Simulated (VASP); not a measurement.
# Hg: single point with PBEsol

Hg:

```xyz
1
Lattice="2.6295 0.0000 0.0000 -1.3147 2.2772 0.0000 0.0000 0.0000 2.5354" Properties=species:S:1:pos:R:3 pbc="T T T"
Hg    0.0000    0.0000    0.0000
```

```yaml
Program: VASP 6.6.1
Task: single point
Functional: PBEsol
Potentials_or_basis: VASP PAW PBE potentials, release 64 (Hg)
Cutoff: 520 eV
k_mesh: 17 × 17 × 15
Occupations: fermi-dirac, width 0.08 eV
Spin: no spin polarisation
Dipole_correction: no
Further_INCAR_settings: ALGO = Normal; EDIFF = 1e-06; NBANDS = 12
```

- Pressure: 101.1 GPa
- Band gap on the k mesh: zero (bands 6 and 7 overlap by 5.12 eV)

Levels at points of the mesh, in eV from the Fermi level:
| k point | band 4 | band 5 | band 6 | band 7 | band 8 | band 9 |
| --- | --- | --- | --- | --- | --- | --- |
| (0.00, 0.00, 0.00) | -9.95 | -6.84 | -6.84 | 11.49 | 13.81 | 18.27 |

Run time: 15 s on 1 thread of Intel(R) Xeon(R) 6975P-C (Granite Rapids), on a shared host, peak memory 0.16 GiB.

Caveat: the cell stands under pressure; the PAW data sets were made with another functional, which shifts forces and pressure a little; spin-orbit coupling is left out, which moves the levels of the heavy elements.
